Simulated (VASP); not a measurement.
# BP (F-43m) in VASP: notebook, part 3 of 3

VASP 6.6.1. The steps go on from the part before.

## Step 5: Single point, PBE

This run uses another cell than the first one, of 11.76 Å³/atom, 1.008 times its volume.

INCAR

```
SYSTEM = BP
PREC = Accurate
ENCUT = 520
EDIFF = 1E-6
ISMEAR = -1
SIGMA = 0.02
LREAL = .FALSE.
LASPH = .TRUE.
NELM = 80
ALGO = Normal
ISIF = 2
LWAVE = .FALSE.
LCHARG = .FALSE.
GGA = PE
NBANDS = 11
```

KPOINTS

```
Automatic mesh
0
G
  10 10 10
  0 0 0
```

POSCAR

```
BP
1.0
    0.0000000000      2.2741914336      2.2741914336
    2.2741914336      0.0000000000      2.2741914336
    2.2741914336      2.2741914336      0.0000000000
B P
1 1
Direct
    0.0000000000      0.0000000000      0.0000000000
    0.2500000000      0.2500000000      0.2500000000
```

Potentials or basis: VASP PAW PBE potentials, release 64 (B, P).

The run is started by

```
> cat potpaw_PBE.64/B/POTCAR potpaw_PBE.64/P/POTCAR > POTCAR
> mpirun -np 1 vasp_std > vasp.out
```

Run time: 4.2 s. Hardware: 1 thread of Intel Xeon 6975P-C, shared host; peak memory 0.13 GiB.

The run converged. Its results:

- Free energy: -12.9309 eV
- Pressure: -0.2 GPa
- Band gap on the k mesh: 1.25 eV, indirect (least direct gap 3.39 eV)

Levels at points of the mesh, in eV from the valence-band top:
| k point | band 1 | band 2 | band 3 | band 4 | band 5 | band 6 | band 7 | band 8 | band 9 |
| --- | --- | --- | --- | --- | --- | --- | --- | --- | --- |
| (0.00, 0.00, 0.00) | -15.40 | 0.00 | 0.00 | 0.00 | 3.39 | 3.39 | 3.39 | 7.27 | 11.47 |
| (0.50, 0.00, 0.00) | -12.10 | -8.98 | -1.75 | -1.75 | 3.74 | 4.71 | 4.71 | 10.10 | 14.58 |
| (0.50, 0.50, 0.00) | -10.58 | -8.55 | -4.09 | -4.09 | 1.35 | 1.67 | 12.06 | 12.06 | 15.15 |

A k mesh can miss the band edges. As with any semilocal functional, this PBE gap is likely too small.

## Step 6: Single point, PBE

INCAR

```
PREC = Accurate
ENCUT = 520
EDIFF = 1E-7
ISMEAR = -1
SIGMA = 0.02
LREAL = False
LASPH = True
NELM = 80
ALGO = Normal
ISIF = 2
LWAVE = False
LCHARG = False
GGA = PE
NBANDS = 11
```

KPOINTS

```
regular mesh
0
Gamma
  10 10 10
```

POSCAR

```
BP
1.0
    0.0000000000      2.2683156724      2.2683156724
    2.2683156724      0.0000000000      2.2683156724
    2.2683156724      2.2683156724      0.0000000000
B P
1 1
Direct
    0.0000000000      0.0000000000      0.0000000000
    0.2500000000      0.2500000000      0.2500000000
```

Potentials or basis: VASP PAW PBE potentials, release 64 (B, P).

The run is started by

```
> cat potpaw_PBE.64/B/POTCAR potpaw_PBE.64/P/POTCAR > POTCAR
> mpirun -np 1 vasp_std > vasp.out
```

OUTCAR:

```text
PREC = Accurate
   ENCUT = 520
   EDIFF = 1E-7
   ISMEAR = -1
   LREAL = False
   LASPH = True
   NELM = 80
   ISIF = 2
   GGA = PE

 ion  position               nearest neighbor table
   1  0.000  0.000  0.000-   2 1.96   2 1.96   2 1.96   2 1.96
   2  0.250  0.250  0.250-   1 1.96   1 1.96   1 1.96   1 1.96

  LATTYP: Found a face centered cubic cell.
 ALAT       =     4.5366313448

  Lattice vectors:

 A1 = (   0.0000000000,   2.2683156724,   2.2683156724)
 A2 = (   2.2683156724,   0.0000000000,   2.2683156724)
 A3 = (   2.2683156724,   2.2683156724,   0.0000000000)

Analysis of symmetry for initial positions (statically):
=====================================================================
 Subroutine PRICEL returns:
 Original cell was already a primitive cell.

 Routine SETGRP: Setting up the symmetry group for a
 face centered cubic supercell.

 Subroutine GETGRP returns: Found 24 space group operations
 (whereof 24 operations were pure point group operations)
 out of a pool of 48 trial point group operations.

The static configuration has the point symmetry T_d .

Analysis of symmetry for dynamics (positions and initial velocities):
=====================================================================
 Subroutine PRICEL returns:
 Original cell was already a primitive cell.

 Routine SETGRP: Setting up the symmetry group for a
 face centered cubic supercell.

 Subroutine GETGRP returns: Found 24 space group operations
 (whereof 24 operations were pure point group operations)
 out of a pool of 48 trial point group operations.

The dynamic configuration has the point symmetry T_d .

 Subroutine INISYM returns: Found 24 space group operations
 (whereof 24 operations are pure point group operations),
 and found     1 'primitive' translations

----------------------------------------------------------------------------------------

[... 111 lines left out ...]
     AMIX     =   0.40;   BMIX     =  1.00
     AMIX_MAG =   1.60;   BMIX_MAG =  1.00
  volume/ion in A,a.u.               =      11.67        78.76
  Fermi-wavevector in a.u.,A,eV,Ry     =   1.145666  2.164995 17.858333  1.312550
  Thomas-Fermi vector in A             =   2.282353
   LORBIT       =      0    0 simple, 1 ext, 2 COOP (PROOUT), +10 PAW based schemes
   GGA     = PE    functional components
   LHFCALC =     F    Hartree Fock is set to
   AEXX    =    0.0000 exact exchange contribution
   IVDW    =     0    specifies the selected vdW correction
   LEPSILON=     F    determine dielectric tensor
   LRPA    =     F    only Hartree local field effects (RPA)
 non-spin polarized calculation
  energy-cutoff  :      520.00
  volume of cell :       23.34
 maximum number of plane-waves:       639
   NGX = 11   NGY = 11   NGZ = 11

 number of electron       8.0000000 magnetization

 Free energy of the ion-electron system (eV)
  ---------------------------------------------------
  ext. energy  EPLUGINS =         0.00000000
  ---------------------------------------------------
  free energy    TOTEN  =       -12.93034755 eV

  energy without entropy =      -12.93034755  energy(sigma->0) =      -12.93034755

 E-fermi :   7.8267     XC(G=0): -10.9111

 val. band max:        7.4435532969   @ k =   0.0000   0.0000   0.0000
 cond. band min:       8.6815935559   @ k =   0.4000   0.4000   0.0000
 fundamental gap:      1.2380402590
 Fermi energy:         7.8266657478

 k-point     1 :       0.0000    0.0000    0.0000
  band No.  band energies     occupation
      1      -8.0250      2.00000
      2       7.4436      2.00000
      3       7.4436      2.00000
      4       7.4436      2.00000
      5      10.8456      0.00000
      6      10.8456      0.00000
      7      10.8456      0.00000
      8      14.8316      0.00000
      9      18.9626      0.00000
     10      19.5748      0.00000
     11      19.5748      0.00000
[... 309 lines left out ...]
 k-point    24 :       0.4000    0.3000    0.0000
  band No.  band energies     occupation
      1      -5.0830      2.00000
      2       1.2815      2.00000
      3       3.3917      2.00000
      4       3.9254      2.00000
      5       9.2544      0.00000
      6      11.0666      0.00000
      7      16.9296      0.00000
      8      16.9369      0.00000
      9      21.4551      0.00000
     10      22.7106      0.00000
     11      24.5150      0.00000

 [... further k-points ...]
[... 5 lines left out ...]
  --------------------------------------------------------------------------------------
  -------------------------------------------------------------------------------------
  Total        0.1527804      0.1527804      0.1527804     -0.0000000     -0.0000000      0.0000000
  in kB       10.4866717     10.4866717     10.4866717     -0.0000000     -0.0000000      0.0000000
  external PRESSURE =      10.4866717 kB  Pullay stress =       0.0000000 kB

 VOLUME and BASIS-vectors are now :
 -----------------------------------------------------------------------------
  energy-cutoff  :      520.00
  volume of cell :       23.34
      direct lattice vectors                 reciprocal lattice vectors
     0.000000000  2.268315672  2.268315672    -0.220427873  0.220427873  0.220427873
     2.268315672  0.000000000  2.268315672     0.220427873 -0.220427873  0.220427873
     2.268315672  2.268315672  0.000000000     0.220427873  0.220427873 -0.220427873

 POSITION                                       TOTAL-FORCE (eV/Angst)
 -----------------------------------------------------------------------------------
      0.00000      0.00000      0.00000        -0.000000      0.000000     -0.000000
      1.13416      1.13416      1.13416         0.000000     -0.000000      0.000000
 -----------------------------------------------------------------------------------
    total drift:                                0.000000      0.000000      0.000000

  FREE ENERGIE OF THE ION-ELECTRON SYSTEM (eV)
  ---------------------------------------------------
  free  energy   TOTEN  =       -12.9303475502 eV

  energy  without entropy=      -12.9303475502  energy(sigma->0) =      -12.93034755
```

stdout:

```text
POSCAR found type information on POSCAR B P
 POSCAR found :  2 types and       2 ions
 scaLAPACK will be used
 LDA part: xc-table for (Slater+PW92), standard interpolation
 POSCAR, INCAR and KPOINTS ok, starting setup
 FFT: planning ... GRIDC
 FFT: planning ... GRID_SOFT
 FFT: planning ... GRID
 WAVECAR not read
 entering main loop
```

It took 4.5 s on 1 thread of Intel Xeon 6975P-C, shared host; peak memory 0.13 GiB.

What came out:

- Free energy: -12.9303 eV
- Pressure: 1.0 GPa
- Band gap on the k mesh: 1.24 eV, indirect (least direct gap 3.40 eV)

A k mesh can miss the band edges. PBE gaps usually lie below the measured ones, often by a third to a half.

## Step 7: Overview

| level | potentials or basis | cell | k mesh | smearing | gap on the mesh (eV) | pressure (GPa) |
| --- | --- | --- | --- | --- | --- | --- |
| PBE | VASP PAW PBE potentials, release 64 (B, P) | a = 3.208 Å, angles 60.0°, 2 atoms | 6 × 6 × 6 | gaussian 0.01 eV | 1.33 | 1.2 |
| PBEsol | VASP PAW PBE potentials, release 64 (B, P) | a = 3.196 Å, angles 60.0°, 2 atoms | 8 × 8 × 8 | fermi-dirac 0.02 eV | 1.15 | 0.1 |
| LDA | VASP PAW LDA potentials, release 64 (B, P) | a = 3.176 Å, angles 60.0°, 2 atoms | 8 × 8 × 8 | fermi-dirac 0.02 eV | 1.18 | -0.2 |
| PBE | VASP PAW PBE potentials, release 64 (B, P) | a = 3.216 Å, angles 60.0°, 2 atoms | 10 × 10 × 10 | fermi-dirac 0.02 eV | 1.25 | -0.2 |
| PBE | VASP PAW PBE potentials, release 64 (B, P) | a = 3.208 Å, angles 60.0°, 2 atoms | 10 × 10 × 10 | fermi-dirac 0.02 eV | 1.24 | 1.0 |

Alike in all rows: task single point; no spin polarisation; cutoff (eV) 520.

Caveats: the PAW data sets were made with another functional, which shifts forces and pressure a little (some runs).

Absolute energies hang on the potentials; compare differences alone.
